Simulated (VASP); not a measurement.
A run of VASP 6.6.1 is set up as follows.

POSCAR

```
Cu3Au
1.0
    3.7351220572      0.0000000000      0.0000000000
    0.0000000000      3.7351220572      0.0000000000
    0.0000000000      0.0000000000      3.7351220572
Cu Au
3 1
Direct
    0.0000000000      0.5000000000      0.5000000000
    0.5000000000      0.0000000000      0.5000000000
    0.5000000000      0.5000000000      0.0000000000
    0.0000000000      0.0000000000      0.0000000000
```

INCAR.step1

```
SYSTEM = Cu3Au
ALGO = Normal
EDIFF = 1E-5
ENCUT = 660
GGA = PE
GGA_COMPAT = .False.
ISMEAR = 0
LASPH = .True.
LCHARG = .False.
LREAL = .False.
LWAVE = .True.
NBANDS = 30
NELM = 120
PREC = Accurate
SIGMA = 0.1
```

File INCAR.step2:

```
SYSTEM = Cu3Au
ALGO = Normal
EDIFF = 1E-6
ENCUT = 660
GGA_COMPAT = .False.
ISIF = 2
ISMEAR = 0
ISTART = 1
LASPH = .True.
LCHARG = .False.
LMIXTAU = .True.
LREAL = .False.
LWAVE = .False.
METAGGA = R2SCAN
NBANDS = 30
NELM = 120
PREC = Accurate
SIGMA = 0.1
```

File KPOINTS:

```
k-points
0
Gamma
  12 12 12
  0 0 0
```

Potentials or basis: VASP PAW PBE potentials, release 64 (Cu, Au).

Command:

```bash
$ cat potpaw_PBE.64/Cu/POTCAR potpaw_PBE.64/Au/POTCAR > POTCAR
$ cp INCAR.step1 INCAR
$ mpirun -np 1 vasp_std > vasp.out
$ cp INCAR.step2 INCAR
$ mpirun -np 1 vasp_std > vasp.out
```

Q: Predict the pressure.

A: 0.3 GPa.

Q: Estimate the band gap on the k mesh.

A: Zero (bands 22 and 23 overlap by 2.40 eV).

Caveat: the PAW data sets were made with another functional, which shifts forces and pressure a little; spin-orbit coupling is left out, which moves the levels of the heavy elements.
